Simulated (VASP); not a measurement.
# Al11Si5C5N11 (P1) in VASP: single point with r2SCAN

Aim: the single point of Al11Si5C5N11 with r2SCAN.

Program: VASP 6.6.1. These are calculated values, not measurements. Logs are shortened: lines on timing, memory, paths and dates and some standing lists are left out, and cuts for length are marked.

## (1) The cell of the first run

The typed cell holds 96 atoms: a = 9.407 Å, b = 10.920 Å, c = 9.996 Å, α = 90.00°, β = 90.00°, γ = 90.00°.

## (2) Single point, r2SCAN

Contents of POSCAR:

```
Al11Si5C5N11
1.0
    9.4065480000      0.0000000000      0.0000000000
    0.0000000000     10.9198940000      0.0000000000
    0.0000000000      0.0000000000      9.9955530000
Si Al N C
15 33 33 15
Direct
    0.1650400000      0.0787170000      0.2530030000
    0.0023460000      0.3314570000      0.2459770000
    0.9995670000      0.3280200000      0.7490990000
    0.5012970000      0.0790430000      0.2533670000
    0.3345430000      0.3307030000      0.2454630000
    0.3353110000      0.3251830000      0.7505710000
    0.6633880000      0.3296530000      0.2455630000
    0.6656420000      0.3227670000      0.7509900000
    0.8315660000      0.6039760000      0.7614650000
    0.0019490000      0.1683830000      0.0041540000
    0.3326710000      0.1688270000      0.0035870000
    0.1681760000      0.4213230000      0.9988840000
    0.6653020000      0.1672490000      0.0041020000
    0.5005540000      0.4258340000      0.9979300000
    0.8307720000      0.4182830000      0.9976150000
    0.1666720000      0.0818570000      0.7531430000
    0.4996070000      0.0783620000      0.7527680000
    0.1671080000      0.5994260000      0.2605080000
    0.1683740000      0.5898050000      0.7538770000
    0.9988400000      0.8306360000      0.2539710000
    0.9987410000      0.8372100000      0.7320430000
    0.8336480000      0.0780080000      0.2501340000
    0.8337360000      0.0819860000      0.7521700000
    0.4978240000      0.6000060000      0.2707550000
    0.4997290000      0.5899600000      0.7333100000
    0.3314100000      0.8351010000      0.2525500000
    0.3319240000      0.8385240000      0.7463910000
    0.8333810000      0.6005710000      0.2568620000
    0.6687390000      0.8323420000      0.2525340000
    0.6690920000      0.8413420000      0.7442650000
    0.9993160000      0.1671470000      0.4968600000
    0.3332920000      0.1670520000      0.4973100000
    0.1688540000      0.4180390000      0.4943890000
    0.9981080000      0.6625150000      0.4992470000
    0.9986090000      0.6700330000      0.9960930000
    0.6679550000      0.1671740000      0.4981340000
    0.5004000000      0.4148460000      0.4934210000
    0.3280880000      0.6700090000      0.4990280000
    0.3367230000      0.6692530000      0.0033050000
    0.1669890000      0.9144800000      0.4932400000
    0.1634990000      0.9006570000      0.0061960000
    0.8316170000      0.4170970000      0.4945190000
    0.6736580000      0.6675340000      0.4958330000
    0.6600230000      0.6686900000      0.0029870000
    0.5004770000      0.9133190000      0.4910540000
    0.5013150000      0.9002420000      0.0098790000
    0.8340240000      0.9170260000      0.4890750000
    0.8352470000      0.9079980000      0.0053270000
    0.0141930000      0.1777270000      0.1874810000
    0.0046480000      0.1770370000      0.6909900000
    0.3336670000      0.1736160000      0.1874490000
    0.3336280000      0.1741190000      0.6924900000
    0.1700770000      0.3920450000      0.1770980000
    0.1707780000      0.3963290000      0.6939280000
    0.6528550000      0.1757160000      0.1872250000
    0.6623100000      0.1726250000      0.6920270000
    0.4978610000      0.3893620000      0.1768820000
    0.5002030000      0.3898300000      0.6931170000
    0.3281490000      0.6691440000      0.6889300000
    0.1711910000      0.9307260000      0.6813090000
    0.8327010000      0.3818710000      0.1750310000
    0.8300990000      0.3870450000      0.6898340000
    0.6781240000      0.6636120000      0.6892520000
    0.4992520000      0.9256630000      0.6793850000
    0.8298100000      0.9301020000      0.6790640000
    0.1679040000      0.0972630000      0.4295920000
    0.1690500000      0.1151830000      0.9440020000
    0.0014210000      0.3342270000      0.4223490000
    0.0056940000      0.3341450000      0.9389180000
    0.4998360000      0.0953000000      0.4311410000
    0.4963800000      0.1146760000      0.9440480000
    0.3322050000      0.3300140000      0.4213210000
    0.3300720000      0.3304140000      0.9400350000
    0.1659710000      0.5752790000      0.4472060000
    0.1699670000      0.5639210000      0.9402500000
    0.8329430000      0.0970060000      0.4388110000
    0.6669100000      0.3304330000      0.4211300000
    0.6633170000      0.3296110000      0.9396930000
    0.3341110000      0.8365320000      0.4458670000
    0.8342950000      0.5733520000      0.4423400000
    0.6658550000      0.8343520000      0.4482530000
    0.0018100000      0.6565100000      0.1865770000
    0.9925880000      0.6515800000      0.6927110000
    0.3335040000      0.6642790000      0.1956220000
    0.1661780000      0.9318700000      0.1967740000
    0.6629620000      0.6602210000      0.1957560000
    0.4998460000      0.9305940000      0.2018560000
    0.8337100000      0.9197810000      0.1977040000
    0.0014900000      0.8298390000      0.4504780000
    0.0003360000      0.8364180000      0.9248570000
    0.8343510000      0.1087020000      0.9479910000
    0.4995960000      0.5795030000      0.4647890000
    0.4951990000      0.5688160000      0.9284040000
    0.3331000000      0.8376260000      0.9355670000
    0.8288360000      0.5659050000      0.9355590000
    0.6666920000      0.8363030000      0.9325390000
```

Contents of INCAR.step1:

```
SYSTEM = Al11Si5C5N11
PREC = Accurate
ENCUT = 520
ISMEAR = -1
SIGMA = 0.05
LREAL = Auto
LASPH = .TRUE.
NELM = 80
NBANDS = 246
GGA = PE
ALGO = Normal
EDIFF = 1E-4
LWAVE = .TRUE.
LCHARG = .FALSE.
```

Contents of INCAR.step2:

```
SYSTEM = Al11Si5C5N11
PREC = Accurate
ENCUT = 520
EDIFF = 1E-7
ISMEAR = -1
SIGMA = 0.05
LREAL = Auto
LASPH = .TRUE.
NELM = 80
ALGO = Normal
ISIF = 2
LWAVE = .FALSE.
LCHARG = .TRUE.
METAGGA = R2SCAN
LMIXTAU = .TRUE.
LELF = .TRUE.
LVHAR = .TRUE.
NBANDS = 246
ISTART = 1
```

Contents of KPOINTS:

```
Automatic mesh
0
G
  1 1 1
  0 0 0
```

Potentials or basis: VASP PAW PBE potentials, release 64 (Si, Al, N, C).

Run with:

```
cat potpaw_PBE.64/Si/POTCAR potpaw_PBE.64/Al/POTCAR potpaw_PBE.64/N/POTCAR potpaw_PBE.64/C/POTCAR > POTCAR
cp INCAR.step1 INCAR
mpirun -np 1 vasp_gam > vasp.out
cp INCAR.step2 INCAR
mpirun -np 1 vasp_gam > vasp.out
```

OUTCAR:

```text
SYSTEM = Al11Si5C5N11
   PREC = Accurate
   ENCUT = 520
   EDIFF = 1E-7
   ISMEAR = -1
   LREAL = Auto
   LASPH = .TRUE.
   NELM = 80
   ISIF = 2
   METAGGA = R2SCAN
   ISTART = 1

 ion  position               nearest neighbor table
   1  0.165  0.079  0.253-  85 1.70  66 1.78  49 1.90  51 2.00  40 3.00  31 3.05  32 3.07  10 3.08
                            26 3.09  11 3.11  22 3.12  20 3.13  41 3.14
   2  0.002  0.331  0.246-  68 1.76  49 1.78  61 1.83  53 1.84  10 3.00  12 3.08  31 3.08  33 3.08
                            42 3.10  15 3.11   5 3.12  22 3.19
   3  1.000  0.328  0.749-  50 1.75  62 1.82  54 1.86  69 1.90  31 3.07  10 3.09  23 3.11  15 3.11
                            16 3.11  12 3.13   8 3.14  42 3.15  33 3.16
   4  0.501  0.079  0.253-  87 1.70  70 1.79  55 1.89  51 2.00  45 2.99  32 3.06  36 3.06  13 3.08
                            26 3.11  11 3.12  46 3.12  29 3.12  22 3.13   7 3.13
   5  0.335  0.331  0.245-  72 1.76  57 1.80  51 1.81  53 1.82  11 3.00  37 3.07  12 3.08  33 3.09
                            32 3.09   7 3.09  14 3.10   2 3.12
   6  0.335  0.325  0.751-  52 1.75  58 1.80  54 1.82  73 1.90  11 3.05  32 3.06  16 3.09  17 3.11
                             8 3.11  12 3.12  14 3.12  37 3.16  33 3.17
   7  0.663  0.330  0.246-  77 1.76  55 1.78  57 1.82  61 1.83  13 3.00  37 3.06  36 3.09  15 3.09
                             5 3.09  14 3.09  42 3.10   4 3.13  22 3.18
   8  0.666  0.323  0.751-  56 1.74  62 1.81  58 1.81  78 1.89  36 3.05  13 3.05  23 3.07  17 3.09
                            15 3.09   6 3.11  14 3.13   3 3.14  37 3.17  42 3.17
   9  0.832  0.604  0.761-  63 1.74  83 1.74  95 1.79  35 2.91  44 2.99  21 3.01  30 3.01  15 3.11
[... 17 lines left out ...]
  18  0.167  0.599  0.261-  82 1.83  84 1.84  74 1.88  53 2.41  38 2.93  34 2.95  20 2.98  26 3.00
                            33 3.06  24 3.11  39 3.12  28 3.14  35 3.18
  19  0.168  0.590  0.754-  59 1.85  75 1.88  83 1.89  54 2.20  35 3.03  12 3.06  39 3.08  38 3.08
                            34 3.11  27 3.12  25 3.12  21 3.15   9 3.17  33 3.20
  20  0.999  0.831  0.254-  88 1.92  89 1.96  85 2.01  82 2.02  28 2.96  47 2.97  18 2.98  40 3.01
                            41 3.02  48 3.04  34 3.06  29 3.11  22 3.12  35 3.12   1 3.13  26 3.13
  21  0.999  0.837  0.732-  90 1.93  65 1.96  60 1.98  83 2.07  40 2.99   9 3.01  34 3.01  47 3.01
                            23 3.10  30 3.10  16 3.11  27 3.14  19 3.15  35 3.21  41 3.22  48 3.23
  22  0.834  0.078  0.250-  88 1.81  76 1.90  55 2.10  49 2.11  47 2.97  48 3.07  31 3.08  13 3.08
                            36 3.09  10 3.09  29 3.10  20 3.12   1 3.12   4 3.13   7 3.18   2 3.19
  23  0.834  0.082  0.752-  65 1.81  91 1.98  56 1.99  50 2.01  30 3.05   8 3.07  21 3.10   3 3.11
                            13 3.12  10 3.12  36 3.12  31 3.13  16 3.13  17 3.14  48 3.16  47 3.19
  24  0.498  0.600  0.271-  86 1.85  84 1.86  92 1.95  57 2.48  38 2.89  43 2.89  37 3.01  29 3.01
                            26 3.01  18 3.11  28 3.16  39 3.16  44 3.17
  25  0.500  0.590  0.733-  59 1.88  63 1.91  93 1.96  58 2.22  92 2.69  38 2.98  43 3.00  37 3.07
                            19 3.12   9 3.14  27 3.14  30 3.18  14 3.20  44 3.21  39 3.22
  26  0.331  0.835  0.253-  79 1.93  84 1.95  85 1.96  87 1.96  40 2.99  45 2.99  46 2.99  18 3.00
                            41 3.01  24 3.01  38 3.05  39 3.08   1 3.09   4 3.11  20 3.13  29 3.17
  27  0.332  0.839  0.746-  94 1.89  60 1.93  59 1.94  64 1.96  17 3.06  16 3.08  40 3.08  38 3.08
                            45 3.11  41 3.12  19 3.12  21 3.14  25 3.14  46 3.15  39 3.16  30 3.17
  28  0.833  0.601  0.257-  86 1.83  82 1.84  80 1.88  61 2.52  43 2.92  34 2.95  20 2.96  29 2.97
                            44 3.11  42 3.11  35 3.13  18 3.14  24 3.16
  29  0.669  0.832  0.253-  88 1.90  81 1.96  86 1.96  87 1.98  28 2.97  47 2.98  46 2.99  45 3.00
                            24 3.01  43 3.03  48 3.04  44 3.07  22 3.10  20 3.11   4 3.12  26 3.17
  30  0.669  0.841  0.744-  96 1.88  65 1.91  64 1.95  63 2.02   9 3.01  17 3.04  23 3.05  45 3.09
                            47 3.10  21 3.10  43 3.13  48 3.13  46 3.15  27 3.17  25 3.18  44 3.20
  31  0.999  0.167  0.497-  76 1.84  66 1.88  50 1.94  68 1.97   1 3.05   3 3.07  22 3.08   2 3.08
                            36 3.12  23 3.13  32 3.14  47 3.14  16 3.15  42 3.15  33 3.17  40 3.18
  32  0.333  0.167  0.497-  66 1.86  70 1.87  72 1.93  52 1.95   4 3.06   6 3.06   1 3.07   5 3.09
                            37 3.13  16 3.14  31 3.14  33 3.15  17 3.15  36 3.15  40 3.17  45 3.19
  33  0.169  0.418  0.494-  74 1.78  72 1.95  68 1.96  54 2.01  18 3.06   2 3.08   5 3.09  34 3.12
[... 368 lines left out ...]
   TEBEG  =    0.0;   TEEND  =   0.0 temperature during run
   PSTRESS=    0.0 pullay stress
   NELECT =     384.0000    total number of electrons
   NUPDOWN=      -1.0000    fix difference up-down
   EMIN   =  10.00;   EMAX   =-10.00  energy-range for DOS
   EFERMI =   0.00;   METHOD = LEGACY
   ISMEAR =    -1;   SIGMA  =   0.05  broadening in eV -4-tet -1-fermi 0-gaus
   EFERMI_NEDOS =   21; number of points for ismear=-14 and -15
   IALGO  =     38    algorithm
   IMIX   =      4    mixing-type and parameters
     AMIX     =   0.40;   BMIX     =  1.00
     AMIX_MAG =   1.60;   BMIX_MAG =  1.00
  volume/ion in A,a.u.               =      10.70        72.17
  Fermi-wavevector in a.u.,A,eV,Ry     =   1.179506  2.228943 18.928885  1.391234
  Thomas-Fermi vector in A             =   2.315815
   LORBIT       =      0    0 simple, 1 ext, 2 COOP (PROOUT), +10 PAW based schemes
   METAGGA = R2SCAN    functional components
   LHFCALC =     F    Hartree Fock is set to
   AEXX    =    0.0000 exact exchange contribution
   IVDW    =     0    specifies the selected vdW correction
   LEPSILON=     F    determine dielectric tensor
   LRPA    =     F    only Hartree local field effects (RPA)
 non-spin polarized calculation
  energy-cutoff  :      520.00
  volume of cell :     1026.73
 maximum number of plane-waves:     13844
 NGX is ok and might be reduce to    70
   NGX = 35   NGY = 41   NGZ = 37

 number of electron     384.0000009 magnetization

 Free energy of the ion-electron system (eV)
  ---------------------------------------------------
  ext. energy  EPLUGINS =         0.00000000
  ---------------------------------------------------
  free energy    TOTEN  =      -884.47492354 eV

  energy without entropy =     -884.39879303  energy(sigma->0) =     -884.43685828

 E-fermi :   9.1339     XC(G=0): -11.4542

 val. band max:        9.0365786264   @ k =   0.0000   0.0000   0.0000
 cond. band min:       9.2308946748   @ k =   0.0000   0.0000   0.0000
 fundamental gap:      0.1943160484
 Fermi energy:         9.1338996425

 k-point     1 :       0.0000    0.0000    0.0000
  band No.  band energies     occupation
      1     -12.8720      2.00000
      2     -11.9009      2.00000
      3     -11.8509      2.00000
      4     -11.8120      2.00000
      5     -11.1474      2.00000
      6     -11.0832      2.00000
[... 196 lines left out ...]
    203      11.1216      0.00000
    204      11.1967      0.00000
 [bands above 204 left out]

------------------------ aborting loop because EDIFF is reached ----------------------------------------

  FORCE on cell =-STRESS in cart. coord.  units (eV):
  Direction    XX          YY          ZZ          XY          YZ          ZX
  --------------------------------------------------------------------------------------
  -------------------------------------------------------------------------------------
  Total       -1.5741666     -9.5165963    -10.9250726      0.2624160     10.1708592     -0.6376338
  in kB       -2.4564377    -14.8503506    -17.0482337      0.4094919     15.8713073     -0.9950075
  external PRESSURE =     -11.4516740 kB  Pullay stress =       0.0000000 kB

 VOLUME and BASIS-vectors are now :
 -----------------------------------------------------------------------------
  energy-cutoff  :      520.00
  volume of cell :     1026.73
      direct lattice vectors                 reciprocal lattice vectors
     9.406548000  0.000000000  0.000000000     0.106308924  0.000000000  0.000000000
     0.000000000 10.919894000  0.000000000     0.000000000  0.091575980  0.000000000
     0.000000000  0.000000000  9.995553000     0.000000000  0.000000000  0.100044490

 POSITION                                       TOTAL-FORCE (eV/Angst)
 -----------------------------------------------------------------------------------
      1.55246      0.85958      2.52890        -0.056086     -0.191187      0.027367
      0.02207      3.61948      2.45868         0.018784     -0.039142     -0.044134
      9.40247      3.58194      7.48766         0.004425      0.080069     -0.255727
      4.71547      0.86314      2.53254         0.066038     -0.175419      0.031522
      3.14689      3.61124      2.45354         0.017682      0.018040     -0.027755
      3.15412      3.55096      7.50237         0.013465      0.134245     -0.250374
[... 88 lines left out ...]
      7.79649      6.17962      9.35143         0.018369     -0.068951     -0.076966
      6.27127      9.13234      9.32124        -0.089979      0.066577      0.056896
 -----------------------------------------------------------------------------------
    total drift:                               -0.000267     -0.010719     -0.021783

  FREE ENERGIE OF THE ION-ELECTRON SYSTEM (eV)
  ---------------------------------------------------
  free  energy   TOTEN  =      -884.4749235443 eV

  energy  without entropy=     -884.3987930254  energy(sigma->0) =     -884.43685828
```

Wall time 19 min (1 thread of AMD EPYC 7R13 (Zen 3), shared host); peak memory 1.1 GiB.

Results:

* Free energy: -884.4749 eV
* Pressure: -1.1 GPa
* Largest force: 0.304 eV/Å

Forces in eV/Å, atoms in the order of the input:
```
Si  -0.056 -0.191  0.027
Si   0.019 -0.039 -0.044
Si   0.004  0.080 -0.256
Si   0.066 -0.175  0.032
Si   0.018  0.018 -0.028
Si   0.013  0.134 -0.250
Si  -0.006 -0.045 -0.054
Si  -0.024  0.101 -0.266
Si   0.164  0.121 -0.053
Si  -0.043 -0.020 -0.062
Si  -0.005  0.038 -0.118
Si  -0.017  0.096  0.019
Si   0.027  0.055 -0.072
Si  -0.007  0.207 -0.021
Si  -0.023  0.190  0.026
Al  -0.003  0.082 -0.111
Al   0.007  0.100 -0.114
Al  -0.006  0.241 -0.111
Al  -0.054  0.015 -0.079
Al  -0.046 -0.015  0.050
Al  -0.024 -0.016 -0.105
Al   0.015 -0.098  0.055
Al  -0.006  0.031 -0.071
Al   0.037  0.287 -0.094
Al  -0.030  0.004 -0.048
Al   0.009 -0.069  0.035
Al  -0.024 -0.011 -0.119
Al  -0.002  0.260 -0.075
Al   0.111 -0.051 -0.011
Al   0.037  0.021 -0.117
Al  -0.023 -0.005 -0.050
Al  -0.014  0.036 -0.073
Al  -0.027  0.028  0.013
Al   0.002  0.008  0.017
Al  -0.038 -0.153  0.158
Al   0.040  0.000 -0.071
Al   0.004  0.102  0.064
Al   0.074 -0.101  0.030
Al   0.028 -0.168  0.108
Al  -0.072 -0.177  0.029
Al  -0.016 -0.038  0.114
Al   0.014  0.015  0.003
Al  -0.082 -0.106 -0.006
Al   0.013 -0.183  0.110
Al   0.007 -0.167  0.036
Al  -0.024 -0.058  0.097
Al   0.061 -0.156  0.042
Al   0.010  0.052  0.189
N   -0.023 -0.010  0.000
N   -0.003 -0.058  0.055
N   -0.008  0.012 -0.030
N   -0.014 -0.058  0.025
N    0.044 -0.107 -0.035
N    0.070 -0.100  0.053
N    0.009 -0.041 -0.006
N    0.000 -0.041  0.044
N   -0.028 -0.142  0.017
N    0.006 -0.174  0.052
N   -0.008 -0.035  0.020
N    0.039 -0.032  0.094
N   -0.040 -0.105 -0.020
N   -0.065 -0.201  0.043
N    0.054 -0.041  0.077
N    0.011 -0.023  0.107
N   -0.030 -0.034  0.109
N    0.032  0.058 -0.042
N    0.042  0.103  0.034
N    0.008  0.018 -0.040
N    0.022  0.004  0.043
N   -0.027  0.057 -0.042
N   -0.064  0.094  0.027
N    0.013  0.010 -0.047
N   -0.026 -0.064  0.039
N   -0.021  0.043 -0.045
N    0.005 -0.129  0.003
N   -0.018  0.094  0.002
N   -0.011  0.018 -0.039
N    0.060 -0.064  0.030
N    0.026  0.158  0.031
N    0.001  0.038 -0.030
N   -0.048  0.174  0.017
C   -0.029 -0.110  0.087
C   -0.092 -0.090  0.142
C   -0.050 -0.079  0.143
C    0.048  0.169 -0.026
C    0.058 -0.067  0.157
C   -0.027  0.178 -0.039
C   -0.048  0.006 -0.093
C   -0.001  0.162  0.038
C    0.059  0.074  0.113
C   -0.003  0.131  0.051
C    0.020  0.001 -0.045
C    0.008 -0.143  0.129
C    0.015  0.067  0.045
C    0.018 -0.069 -0.077
C   -0.090  0.067  0.057
```

Levels at points of the mesh, in eV from the Fermi level:
```
           k point  band 189  band 190  band 191  band 192  band 193  band 194  band 195  band 196
(0.00, 0.00, 0.00)     -0.86     -0.69     -0.36     -0.10      0.10      0.51      0.65      1.04
```

Caveat: the k points lie up to 0.67 Å⁻¹ apart; the PAW data sets were made with another functional, which shifts forces and pressure a little.
